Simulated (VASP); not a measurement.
Runs of VASP 6.6.1 on GaSb. The structure is that of space group Immm (No. 71), or close to it. The cells are those of the table. 

| cell | gap on the mesh (eV) | pressure (GPa) |
| --- | --- | --- |
| a = 4.306 Å, angles 136.9, 101.7, 93.9°, 2 atoms | none | (a) |
| a = 4.271 Å, angles 136.9, 101.7, 93.9°, 2 atoms | none | (c) |
| a = 4.165 Å, angles 136.9, 101.7, 93.9°, 2 atoms | none | (b) |
| a = 4.201 Å, angles 136.9, 101.7, 93.9°, 2 atoms | none | -3.3 |
| a = 4.090 Å, angles 136.9, 101.7, 93.9°, 2 atoms | none | 1.6 |
| a = 4.340 Å, angles 136.9, 101.7, 93.9°, 2 atoms | none | -7.1 |
| a = 4.373 Å, angles 136.9, 101.7, 93.9°, 2 atoms | none | -7.7 |
| a = 4.236 Å, angles 136.9, 101.7, 93.9°, 2 atoms | none | -4.5 |
| a = 4.128 Å, angles 136.9, 101.7, 93.9°, 2 atoms | none | -0.3 |

Alike in all rows: task single point; level LDA; potentials or basis VASP PAW LDA potentials, release 64 (Ga_d, Sb); no spin polarisation; k mesh 8 × 8 × 8; cutoff (eV) 500; smearing fermi-dirac 0.1 eV.

Question: Estimate the missing entries.

Answer: (a) -6.4; (b) -1.9; (c) -5.5.

Caveats: spin-orbit coupling is left out, which moves the levels of the heavy elements; the cell stands under tension (at least some runs).

A k mesh can miss the band edges, and the runs leave out spin-orbit coupling on Ga, Sb.

A gap of «none» marks levels without a gap at the run's occupations.
